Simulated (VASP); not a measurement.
# TaGe3Ru (Pm-3m) in VASP: a series of runs, part 2 of 2

VASP 6.6.1.

## 3. Single point, PBE, collinear spin, ferromagnetic start

This run uses another cell than the first one, of 23.60 Å³/atom.

INCAR

```
PREC = Accurate
ENCUT = 520
EDIFF = 1E-6
ISMEAR = 0
SIGMA = 0.1
LREAL = F
LASPH = T
NELM = 150
ALGO = Normal
ISIF = 2
LWAVE = F
LCHARG = F
ISPIN = 2
MAGMOM = 0 0 0 0 1
LORBIT = 11
LMAXMIX = 4
GGA = PE
NBANDS = 46
```

KPOINTS

```
Automatic mesh
0
Gamma
  4 4 4
```

POSCAR

```
TaGe3Ru
1.0
    4.9046261073      0.0000000000      0.0000000000
    0.0000000000      4.9046261073      0.0000000000
    0.0000000000      0.0000000000      4.9046261073
Ta Ge Ru
1 3 1
Direct
    0.0000000000      0.0000000000      0.0000000000
    0.5000000000      0.0000000000      0.0000000000
    0.0000000000      0.5000000000      0.0000000000
    0.0000000000      0.0000000000      0.5000000000
    0.5000000000      0.5000000000      0.5000000000
```

Potentials or basis: VASP PAW PBE potentials, release 64 (Ta_pv, Ge_d, Ru_pv).

Started as:

```
> cat potpaw_PBE.64/Ta_pv/POTCAR potpaw_PBE.64/Ge_d/POTCAR potpaw_PBE.64/Ru_pv/POTCAR > POTCAR
> mpirun -np 1 vasp_std > vasp.out
```

OUTCAR:

```text
PREC = Accurate
   ENCUT = 520
   EDIFF = 1E-6
   ISMEAR = 0
   LREAL = F
   LASPH = T
   NELM = 150
   ISIF = 2
   ISPIN = 2
   LORBIT = 11
   GGA = PE

 ion  position               nearest neighbor table
   1  0.000  0.000  0.000-   2 2.45   3 2.45   4 2.45   4 2.45   3 2.45   2 2.45
   2  0.500  0.000  0.000-   1 2.45   1 2.45
   3  0.000  0.500  0.000-   1 2.45   1 2.45
   4  0.000  0.000  0.500-   1 2.45   1 2.45
   5  0.500  0.500  0.500-

  LATTYP: Found a simple cubic cell.
 ALAT       =     4.9046261073

  Lattice vectors:

 A1 = (   4.9046261073,   0.0000000000,   0.0000000000)
 A2 = (   0.0000000000,   4.9046261073,   0.0000000000)
 A3 = (   0.0000000000,   0.0000000000,   4.9046261073)

Analysis of symmetry for initial positions (statically):
=====================================================================
 Subroutine PRICEL returns:
 Original cell was already a primitive cell.

 Routine SETGRP: Setting up the symmetry group for a
 simple cubic supercell.

 Subroutine GETGRP returns: Found 48 space group operations
 (whereof 48 operations were pure point group operations)
 out of a pool of 48 trial point group operations.

The static configuration has the point symmetry O_h .

Analysis of symmetry for dynamics (positions and initial velocities):
=====================================================================
 Subroutine PRICEL returns:
 Original cell was already a primitive cell.

 Routine SETGRP: Setting up the symmetry group for a
 simple cubic supercell.

 Subroutine GETGRP returns: Found 48 space group operations
 (whereof 48 operations were pure point group operations)
 out of a pool of 48 trial point group operations.

The dynamic configuration has the point symmetry O_h .

Analysis of structural, dynamic, and magnetic symmetry:
=====================================================================
 Subroutine PRICEL returns:
 Original cell was already a primitive cell.

 Routine SETGRP: Setting up the symmetry group for a
 simple cubic supercell.

 Subroutine GETGRP returns: Found 48 space group operations
 (whereof 48 operations were pure point group operations)
 out of a pool of 48 trial point group operations.

The overall configuration has the point symmetry O_h .

 Subroutine INISYM returns: Found 48 space group operations
 (whereof 48 operations are pure point group operations),
 and found     1 'primitive' translations

----------------------------------------------------------------------------------------

                                     Primitive cell

  volume of cell :     117.9825

  direct lattice vectors                    reciprocal lattice vectors
     4.904626107  0.000000000  0.000000000     0.203889140  0.000000000  0.000000000
     0.000000000  4.904626107  0.000000000     0.000000000  0.203889140  0.000000000
     0.000000000  0.000000000  4.904626107     0.000000000  0.000000000  0.203889140

  length of vectors
     4.904626107  4.904626107  4.904626107     0.203889140  0.203889140  0.203889140

  position of ions in fractional coordinates (direct lattice)
     0.000000000  0.000000000  0.000000000
     0.500000000  0.000000000  0.000000000
     0.000000000  0.500000000  0.000000000
[... 68 lines left out ...]
   LREAL  =      F    real-space projection
   EDIFFG = 0.1E-04   stopping-criterion for IOM
   NSW    =      0    number of steps for IOM
   IBRION =     -1    ionic relax: 0-MD 1-quasi-New 2-CG
   NFREE  =      0    steps in history (QN), initial steepest desc. (CG)
   ISIF   =      2    stress and relaxation
   ISYM   =      2    0-nonsym 1-usesym 2-fastsym
   POTIM  = 0.5000    time-step for ionic-motion
   TEBEG  =    0.0;   TEEND  =   0.0 temperature during run
   PSTRESS=    0.0 pullay stress
   NELECT =      67.0000    total number of electrons
   NUPDOWN=      -1.0000    fix difference up-down
   EMIN   =  10.00;   EMAX   =-10.00  energy-range for DOS
   EFERMI =   0.00;   METHOD = LEGACY
   ISMEAR =     0;   SIGMA  =   0.10  broadening in eV -4-tet -1-fermi 0-gaus
   EFERMI_NEDOS =   21; number of points for ismear=-14 and -15
   IALGO  =     38    algorithm
   IMIX   =      4    mixing-type and parameters
     AMIX     =   0.40;   BMIX     =  1.00
     AMIX_MAG =   1.60;   BMIX_MAG =  1.00
  volume/ion in A,a.u.               =      23.60       159.24
  Fermi-wavevector in a.u.,A,eV,Ry     =   1.355690  2.561883 25.006100  1.837897
  Thomas-Fermi vector in A             =   2.482757
   LORBIT       =     11    0 simple, 1 ext, 2 COOP (PROOUT), +10 PAW based schemes
   GGA     = PE    functional components
   LHFCALC =     F    Hartree Fock is set to
   AEXX    =    0.0000 exact exchange contribution
   IVDW    =     0    specifies the selected vdW correction
   LEPSILON=     F    determine dielectric tensor
   LRPA    =     F    only Hartree local field effects (RPA)
 spin polarized calculation
 Gauss-broadening in eV      SIGMA  =   0.10
  energy-cutoff  :      520.00
  volume of cell :      117.98
 maximum number of plane-waves:      3196
   NGX = 19   NGY = 19   NGZ = 19

 number of electron      66.9999981 magnetization       3.1516143

 Free energy of the ion-electron system (eV)
  ---------------------------------------------------
  ext. energy  EPLUGINS =         0.00000000
  ---------------------------------------------------
  free energy    TOTEN  =       -28.64377800 eV

  energy without entropy =      -28.61436405  energy(sigma->0) =      -28.62907103

 E-fermi :   4.4560     XC(G=0): -10.3050

 val. band max:        4.4551334795   @ k =   0.5000   0.5000   0.0000
 cond. band min:       4.4567061759   @ k =   0.2500   0.2500   0.0000
 fundamental gap:      0.0015726964
 Fermi energy:         4.4559885365

 spin component 1

 k-point     1 :       0.0000    0.0000    0.0000
  band No.  band energies     occupation
      1     -38.5595      1.00000
      2     -38.5595      1.00000
      3     -38.5595      1.00000
      4     -29.6113      1.00000
      5     -29.6113      1.00000
      6     -29.6113      1.00000
[... 469 lines left out ...]
     44      12.6878      0.00000
     45      12.6878      0.00000
 Fermi energy:         4.4559885365

 spin component 2

 k-point     1 :       0.0000    0.0000    0.0000
  band No.  band energies     occupation
      1     -36.7520      1.00000
      2     -36.7519      1.00000
      3     -36.7518      1.00000
      4     -29.4968      1.00000
      5     -29.4968      1.00000
      6     -29.4968      1.00000
[... 469 lines left out ...]
     44      12.8773      0.00000
     45      12.8773      0.00000
 [bands above 45 left out]

------------------------ aborting loop because EDIFF is reached ----------------------------------------

  FORCE on cell =-STRESS in cart. coord.  units (eV):
  Direction    XX          YY          ZZ          XY          YZ          ZX
  --------------------------------------------------------------------------------------
  -------------------------------------------------------------------------------------
  Total        1.4259116      1.4259116      1.4259116     -0.0000000     -0.0000000      0.0000000
  in kB       19.3635718     19.3635718     19.3635718     -0.0000000     -0.0000000      0.0000000
  external PRESSURE =      19.3635718 kB  Pullay stress =       0.0000000 kB

 VOLUME and BASIS-vectors are now :
 -----------------------------------------------------------------------------
  energy-cutoff  :      520.00
  volume of cell :      117.98
      direct lattice vectors                 reciprocal lattice vectors
     4.904626107  0.000000000  0.000000000     0.203889140  0.000000000  0.000000000
     0.000000000  4.904626107  0.000000000     0.000000000  0.203889140  0.000000000
     0.000000000  0.000000000  4.904626107     0.000000000  0.000000000  0.203889140

 POSITION                                       TOTAL-FORCE (eV/Angst)
 -----------------------------------------------------------------------------------
      0.00000      0.00000      0.00000         0.000000      0.000000      0.000000
      2.45231      0.00000      0.00000         0.000000      0.000000      0.000000
      0.00000      2.45231      0.00000         0.000000      0.000000      0.000000
      0.00000      0.00000      2.45231         0.000000      0.000000      0.000000
      2.45231      2.45231      2.45231         0.000000      0.000000      0.000000
 -----------------------------------------------------------------------------------
    total drift:                                0.000000      0.000000     -0.000000

  FREE ENERGIE OF THE ION-ELECTRON SYSTEM (eV)
  ---------------------------------------------------
  free  energy   TOTEN  =       -28.6437779981 eV

  energy  without entropy=      -28.6143640540  energy(sigma->0) =      -28.62907103

 total charge

# of ion       s       p       d       tot
------------------------------------------
    1        0.367   6.222   2.597   9.186
    2        1.223   1.077  10.015  12.315
    3        1.223   1.077  10.015  12.315
    4        1.223   1.077  10.015  12.315
    5        0.147   6.015   6.011  12.172
--------------------------------------------------
tot          4.183  15.469  38.653  58.305

 magnetization (x)

# of ion       s       p       d       tot
------------------------------------------
    1        0.008   0.039   0.157   0.205
    2        0.015   0.042   0.005   0.061
    3        0.015   0.042   0.005   0.061
    4        0.015   0.042   0.005   0.061
    5        0.034   0.011   2.327   2.373
--------------------------------------------------
tot          0.086   0.177   2.498   2.761
```

OSZICAR:

```text
N       E                     dE             d eps       ncg     rms          rms(c)
DAV:   1     0.787771280985E+03    0.78777E+03   -0.32853E+04  2438   0.336E+03
DAV:   2     0.902201662985E+02   -0.69755E+03   -0.66895E+03  1840   0.918E+02
[... 12 lines left out ...]
DAV:  15    -0.286442723206E+02   -0.17639E-03   -0.98056E-04  1998   0.213E-01    0.254E-01
DAV:  16    -0.286438125831E+02    0.45974E-03   -0.18049E-04  2134   0.999E-02    0.110E-01
DAV:  17    -0.286437813825E+02    0.31201E-04   -0.12775E-04  1888   0.469E-02    0.333E-02
DAV:  18    -0.286437785874E+02    0.27952E-05   -0.12816E-05  2042   0.237E-02    0.143E-02
DAV:  19    -0.286437769542E+02    0.16331E-05   -0.40711E-06  1718   0.114E-02    0.888E-03
DAV:  20    -0.286437780580E+02   -0.11037E-05   -0.89973E-07  1270   0.547E-03    0.375E-03
DAV:  21    -0.286437779981E+02    0.59868E-07   -0.22207E-07   998   0.304E-03
   1 F= -.28643778E+02 E0= -.28629071E+02  d E =-.294139E-01  mag=     3.1517
```

stdout:

```text
POSCAR found type information on POSCAR TaGeRu
 POSCAR found :  3 types and       5 ions
 scaLAPACK will be used
 LDA part: xc-table for (Slater+PW92), standard interpolation
 POSCAR, INCAR and KPOINTS ok, starting setup
 FFT: planning ... GRIDC
 FFT: planning ... GRID_SOFT
 FFT: planning ... GRID
 WAVECAR not read
 entering main loop
```

It took 2.4 min on 1 thread of Intel Xeon Platinum 8259CL at 2.50GHz (Skylake/Cascade Lake), shared host; peak memory 0.29 GiB.

What came out:

```yaml
Free_energy: -28.6438 eV
Pressure: 1.9 GPa
Net_moment: 3.15 μB per cell
Site_moments: Ta +0.20; Ge +0.06; Ru +2.37 μB
Valence_electrons_inside_the_program's_atomic_spheres: Ta 9.19; Ge 12.31; Ru 12.17
```

Caveat: spin-orbit coupling is left out, which moves the levels of the heavy elements.
